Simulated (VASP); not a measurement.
Input of a VASP 6.6.1 run:

Contents of INCAR:

```
SYSTEM = Ba
PREC = Accurate
ENCUT = 520
EDIFF = 1E-6
ISMEAR = 0
SIGMA = 0.15
LREAL = .FALSE.
LASPH = .TRUE.
NELM = 100
ALGO = Fast
ISIF = 2
LWAVE = .FALSE.
LCHARG = .FALSE.
GGA = PS
NBANDS = 11
```

Contents of KPOINTS:

```
Automatic mesh
0
G
  14 14 14
  0 0 0
```

Contents of POSCAR:

```
Ba
1.0
   -2.3750000000      2.3750000000      2.5625000000
    2.3750000000     -2.3750000000      2.5625000000
    2.3750000000      2.3750000000     -2.5625000000
Ba
1
Direct
    0.0000000000      0.0000000000      0.0000000000
```

Potentials or basis: VASP PAW PBE potentials, release 64 (Ba_sv).

The run is started by

```bash
$ cat potpaw_PBE.64/Ba_sv/POTCAR > POTCAR
$ mpirun -np 1 vasp_std > vasp.out
```

(1) Predict the pressure.

(2) Estimate the band gap on the k mesh.

Answers

(1) 0.1 GPa.

(2) zero (bands 5 and 6 overlap by 1.04 eV).

Caveat: the cell differs from its parent crystal (strain -0.050 along x and y, +0.025 along z); the PAW data sets were made with another functional, which shifts forces and pressure a little; spin-orbit coupling is left out, which moves the levels of the heavy elements.
